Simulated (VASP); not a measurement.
Here is a VASP 6.6.1 calculation.

File INCAR:

```
SYSTEM = Ho2O
ALGO = Normal ; EDIFF = 1E-6
ENCUT = 600 ; GGA = PE
GGA_COMPAT = .False. ; ISIF = 2
ISMEAR = 0 ; LASPH = .True.
LCHARG = .False. ; LMAXMIX = 6
LREAL = .False. ; LWAVE = .False.
NBANDS = 33 ; NELM = 200
PREC = Accurate ; SIGMA = 0.2
```

The input KPOINTS:

```
k-points
0
Gamma
  4 4 2
  0 0 0
```

The input POSCAR:

```
Ho2O
1.0
    6.0080931570      0.0000000000      0.0000000000
    0.0000000000      6.0080931570      0.0000000000
    0.0000000000      0.0000000000      8.3280281618
Ho O
4 2
Direct
    0.5000000000      0.5000000000      0.0000000000
    0.0000000000      0.5000000000      0.5000000000
    0.5000000000      0.0000000000      0.5000000000
    0.5000000000      0.5000000000      0.5000000000
    0.5000000000      0.5000000000      0.7523326797
    0.5000000000      0.5000000000      0.2476673203
```

Potentials or basis: VASP PAW PBE potentials, release 64 (Ho_3, O), 4f in core.

Command:

```bash
$ cat potpaw_PBE.64/Ho_3/POTCAR potpaw_PBE.64/O/POTCAR > POTCAR
$ mpirun -np 1 vasp_std > vasp.out
```

**Question.** Estimate the pressure.

**Answer.** 0.4 GPa.

**Question.** Estimate the largest force.

**Answer.** 0.005 eV/Å.

**Question.** Predict the band gap on the k mesh.

**Answer.** Zero (bands 24 and 25 overlap by 0.59 eV).

Forces on the atoms (eV/Å):
```
Ho   0.000  0.000  0.000
Ho   0.000  0.000  0.000
Ho   0.000  0.000  0.000
Ho   0.000  0.000  0.000
O    0.000  0.000 -0.005
O    0.000  0.000  0.005
```

Caveat: the k points lie up to 0.38 Å⁻¹ apart, too coarse for converged energies and pressures of a metal; spin-orbit coupling is left out, which moves the levels of the heavy elements; the 4f electrons are frozen in the core, so they carry no moment and show no levels; the run has no spin polarisation, though such a crystal can be magnetic. Spin polarisation is off, so any magnetic state and its effect on volume and gap are missing.
